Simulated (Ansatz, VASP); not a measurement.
VRu in VASP and in Ansatz

Contents of INCAR:

```
SYSTEM = VRu
PREC = Accurate
ENCUT = 520
EDIFF = 1E-6
ISMEAR = -1
SIGMA = 0.05
LREAL = .False.
LASPH = .True.
NELM = 150
ALGO = Normal
ISIF = 2
LWAVE = .False.
LCHARG = .False.
ISPIN = 2
MAGMOM = 1.5 0
LORBIT = 11
LMAXMIX = 4
NBANDS = 24
```

KPOINTS

```
Automatic mesh
0
Gamma
  14 14 14
  0 0 0
```

File POSCAR:

```
VRu
1.0
    2.9483658059      0.0000000000      0.0000000000
    0.0000000000      2.9483658059      0.0000000000
    0.0000000000      0.0000000000      2.9483658059
V Ru
1 1
Direct
    0.5000000000      0.5000000000      0.5000000000
    0.0000000000      0.0000000000      0.0000000000
```

Input for Ansatz:

```yaml
crystal:
  lattice:
    - [2.9483658059, 0.0, 0.0]
    - [0.0, 2.9483658059, 0.0]
    - [0.0, 0.0, 2.9483658059]
  atoms:
    - { symbol: V, position: [0.5, 0.5, 0.5], spin: 1.5 }
    - { symbol: Ru, position: [0.0, 0.0, 0.0] }
magnetization:
  spin_polarized: true
kpoints:
  mp_grid: { grid: [14, 14, 14] }
scf:
  occupations: { method: fermi_dirac, width: 0.05 }
hamiltonian:
  xc: lda
  pseudopotentials: { kind: paw }
output:
  forces: true
  stress: true
  eigenvalues: true
  populations: true
```

Alike in both runs: task single point; functional LDA; k mesh 14 × 14 × 14; occupations fermi-dirac, width 0.05 eV; collinear spin.

|  | VASP | Ansatz |
| --- | --- | --- |
| version | VASP 6.6.1 | Ansatz 0.2.0 |
| potentials or method | VASP PAW LDA potentials, release 64 (V_sv, Ru_pv) | PAW with Ansatz's default frozen-core files, scalar-relativistic |
| plane-wave cutoff (eV) | 520 | 420 |
| valence electrons in the cell | 27 | 29 |

```tsv
	VASP	Ansatz	Ansatz less VASP
pressure (GPa)	0.8	0.0	-0.82
net moment per atom (μB)	0.00	0.00	-0.001
```

LDA's correlation is that of Perdew and Zunger in VASP and of Perdew and Wang (1992) in Ansatz. VASP's potentials hold 27 valence electrons a cell and Ansatz's 29, so a difference there can come from the potentials and not from the codes. Ansatz's warnings: seeded moment not kept.
